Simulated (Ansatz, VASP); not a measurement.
**Two plane-wave programs on ZnS**

```
Zn S
1.0
    -3.84672    0.00000    0.00000
    -1.92336   -3.33136    0.00000
     0.00000    0.00000   17.09023
Zn S
4 4
Direct
  0.00000 0.00000 0.48345
  0.00000 0.00000 0.11511
  0.33333 0.33333 0.66761
  0.66667 0.66667 0.29926
  0.00000 0.00000 0.62139
  0.00000 0.00000 0.25305
  0.33333 0.33333 0.06913
  0.66667 0.66667 0.43747
```

Alike in both runs: task single point; functional PBE; k mesh 8 × 8 × 2; occupations gaussian, width 0.05 eV; no spin polarisation.

```csv
,VASP,Ansatz
version,VASP 6.6.1,Ansatz 0.2.0
potentials or method,"VASP PAW PBE potentials, release 64 (Zn, S), cutoff 520 eV","scalar-relativistic, plane waves, PAW"
valence electrons in the cell,72,72
```

```tsv
	VASP	Ansatz	Ansatz less VASP
gap on the k mesh at the Fermi level (eV)	none	none	-
rms of the force components (eV/Å)	0.413	0.413	-0.0003
```

Atom by atom the forces differ by 0.005 eV/Å (rms over components). A gap of «none» marks a metal or a gap that the smearing closes.
